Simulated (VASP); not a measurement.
W: single point with PBEsol

Crystal: W.

```
W
1.0
     2.80966   -0.02810    0.00000
    -0.04864    4.86387    0.00000
     0.00000    0.00000    4.92370
W
4
Direct
  0.79317 0.93684 0.75000
  0.20683 0.43684 0.75000
  0.20683 0.06316 0.25000
  0.79317 0.56316 0.25000
```

```json
{"Program": "VASP 6.6.1", "Task": "single point", "Functional": "PBEsol", "Potentials or basis": "VASP PAW PBE potentials, release 64 (W_sv)", "Cutoff": "520 eV", "k mesh": "9 × 6 × 6", "Occupations": "fermi-dirac, width 0.05 eV", "Spin": "no spin polarisation"}
```

```yaml
Pressure: -10.2 GPa
Largest_force: 0.218 eV/Å
Band_gap_on_the_k_mesh: zero (band 28 reaches 11.01 eV, above the bottom of band 29 at 9.75 eV)
```

Forces on the atoms (eV/Å):
```
W   -0.065  0.208  0.000
W    0.021 -0.091  0.000
W    0.065 -0.208  0.000
W   -0.021  0.091  0.000
```

Stress tensor (GPa, compression positive):
```
 -9.76  -0.68   0.00
 -0.68 -10.49   0.00
  0.00   0.00 -10.38
```

Levels at points of the mesh, in eV from the Fermi level:
| k point | band 24 | band 25 | band 26 | band 27 | band 28 | band 29 | band 30 | band 31 | band 32 | band 33 |
| --- | --- | --- | --- | --- | --- | --- | --- | --- | --- | --- |
| (0.00, 0.00, 0.00) | -0.64 | -0.47 | -0.40 | -0.38 | -0.27 | -0.21 | -0.14 | 0.58 | 1.54 | 2.45 |
| (0.00, 0.50, 0.00) | -1.93 | -1.50 | -1.41 | 0.30 | 0.34 | 0.35 | 0.37 | 0.81 | 0.86 | 1.91 |
| (0.00, 0.00, 0.50) | -2.12 | -0.85 | -0.85 | -0.08 | -0.08 | 0.68 | 0.68 | 1.78 | 1.78 | 3.18 |
| (0.00, 0.50, 0.50) | -2.80 | -1.18 | -1.18 | -1.14 | -1.14 | 1.59 | 1.59 | 1.73 | 1.73 | 2.63 |

Wall time 5.8 min on 1 thread of Intel Xeon 8259CL, with other jobs on the host, peak memory 0.32 GiB.

Caveat: the PAW data sets were made with another functional, which shifts forces and pressure a little; spin-orbit coupling is left out, which moves the levels of the heavy elements.
